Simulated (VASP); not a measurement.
Wanted: the native input for a VASP 6.6.1 run.

```yaml
Task: single point
Functional: PBE
Potentials_or_basis: VASP PAW PBE potentials, release 64 (Se)
Cutoff: 500 eV
k_mesh: 8 × 4 × 8
Occupations: methfessel-paxton, width 0.05 eV
Spin: no spin polarisation
Dipole_correction: no
Further_INCAR_settings: ALGO = Normal; EDIFF = 1e-06; NBANDS = 13
```

The structure of Se lies in POSCAR:

```
Se
1.0
    1.9250000016      1.1113992700      0.8816666700
   -3.8500000016      2.2227985373      1.7633333400
   -0.0000000008     -2.2227985386      0.8816666700
Se
2
Direct
    0.0000000000      0.0000000000      0.0000000000
    0.0000000000      0.5000000000      0.0000000000
```

The input as run:

INCAR

```
SYSTEM = Se
PREC = Accurate ; ENCUT = 500
EDIFF = 1E-6 ; ISMEAR = 1
SIGMA = 0.05 ; LREAL = .False.
LASPH = .True. ; NELM = 120
ALGO = Normal ; ISIF = 2
LWAVE = .False. ; LCHARG = .True.
GGA = PE ; LELF = .True.
LVHAR = .True. ; NBANDS = 13
GGA_COMPAT = .False.
```

KPOINTS

```
regular mesh
0
Gamma
  8 4 8
  0 0 0
```

Potentials or basis: VASP PAW PBE potentials, release 64 (Se).

Command:

```bash
$ cat potpaw_PBE.64/Se/POTCAR > POTCAR
$ mpirun -np 1 vasp_std > vasp.out
```

It gave:

```
Pressure               : 160.3 GPa
Band gap on the k mesh : zero (bands 6 and 7 overlap by 9.96 eV)
```

Caveat: the k points lie up to 0.38 Å⁻¹ apart, too coarse for converged energies and pressures of a metal.

Run time: 18 s on 1 thread of Intel(R) Xeon(R) Platinum 8375C CPU @ 2.90GHz (Ice Lake), on a shared host, peak memory 0.14 GiB.
